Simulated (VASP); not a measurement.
A run of VASP 6.6.1 is set up as follows.

INCAR

```
SYSTEM = F
PREC = Accurate ; ENCUT = 520
EDIFF = 1E-7 ; ISMEAR = -1
SIGMA = 0.08 ; LREAL = .FALSE.
LASPH = .TRUE. ; NELM = 100
ALGO = Normal ; ISIF = 2
LWAVE = .FALSE. ; LCHARG = .TRUE.
GGA = PE ; LELF = .TRUE.
LVHAR = .TRUE. ; NBANDS = 18
```

File KPOINTS:

```
regular mesh
0
G
  9 9 13
  0 0 0
```

POSCAR

```
F
1.0
    4.2218446294      0.0000000000      0.0000000000
   -2.1109223147      3.6562246999      0.0000000000
    0.0000000000      0.0000000000      1.6792633686
F
3
Direct
    0.0000000000      0.0000000000      0.0000000000
    0.3333333333      0.6666666667      0.5000000000
    0.6666666667      0.3333333333      0.5000000000
```

Potentials or basis: VASP PAW PBE potentials, release 64 (F).

Command:

```sh
$ cat potpaw_PBE.64/F/POTCAR > POTCAR
$ mpirun -np 1 vasp_std > vasp.out
```

(1) Estimate the pressure.

Results:

(1) 22.1 GPa.

Caveat: an odd number of electrons without spin polarisation forces a metal; a magnetic or distorted state may lie lower.
